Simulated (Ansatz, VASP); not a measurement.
# O: VASP beside Ansatz

Contents of INCAR:

```
SYSTEM = O
PREC = Accurate
ENCUT = 520
EDIFF = 1E-6
ISMEAR = -1
SIGMA = 0.1
LREAL = .FALSE.
LASPH = .TRUE.
NELM = 80
ALGO = Normal
ISIF = 2
LWAVE = .FALSE.
LCHARG = .FALSE.
GGA = CA
NBANDS = 20
```

File KPOINTS:

```
Automatic mesh
0
G
  12 12 4
  0 0 0
```

File POSCAR:

```
O
1.0
    2.5610000000      0.0000000000      0.0000000000
   -1.2805000000      2.2178910600      0.0000000000
    0.0000000000      0.0000000000      6.5750000000
O
4
Direct
    0.3333333333      0.6666666667      0.1610000000
    0.6666666667      0.3333333333      0.6610000000
    0.3333333333      0.6666666667      0.3390000000
    0.6666666667      0.3333333333      0.8390000000
```

Input for Ansatz:

```yaml
crystal:
  lattice:
    - [2.561, 0.0, 0.0]
    - [-1.2805, 2.21789106, 0.0]
    - [0.0, 0.0, 6.575]
  atoms:
    - { symbol: O, position: [0.3333333333333333, 0.6666666666666666, 0.161] }
    - { symbol: O, position: [0.6666666666666666, 0.3333333333333333, 0.6609999999999999] }
    - { symbol: O, position: [0.3333333333333333, 0.6666666666666666, 0.33899999999999997] }
    - { symbol: O, position: [0.6666666666666666, 0.3333333333333333, 0.839] }
kpoints:
  mp_grid:
    grid: [12, 12, 4]
hamiltonian:
  xc: lda
  pseudopotentials:
    kind: paw
scf:
  occupations:
    method: fermi_dirac
    width: 0.1
output:
  forces: true
  stress: true
  eigenvalues: true
```

Alike in both runs: task single point; functional LDA; k mesh 12 × 12 × 4; occupations fermi-dirac, width 0.1 eV; no spin polarisation.

|  | VASP | Ansatz |
| --- | --- | --- |
| version | VASP 6.6.1 | Ansatz 0.2.0 |
| potentials or method | VASP PAW LDA potentials, release 64 (O) | plane waves, PAW |
| plane-wave cutoff (eV) | 520 | 420 |
| valence electrons in the cell | 24 | 24 |

Ansatz gave:

* gap on the k mesh at the Fermi level (eV): none
* pressure (GPa): 3.8
* traceless stress, the component that is largest in VASP (GPa): 27.08
* rms of the force components (eV/Å): 1.090

Task: Which values does VASP return?

Result: gap on the k mesh at the Fermi level (eV): none; pressure (GPa): 11.1; traceless stress, the component that is largest in VASP (GPa): 42.46; rms of the force components (eV/Å): 2.443.

LDA's correlation is that of Perdew and Zunger in VASP and of Perdew and Wang (1992) in Ansatz. Atom by atom the forces differ by 1.353 eV/Å (rms over components). A gap of «none» marks a metal or a gap that the smearing closes.

Noted on VASP's run: the standard files for N, O and F lose accuracy on very short bonds; spin is off for a triplet molecule.
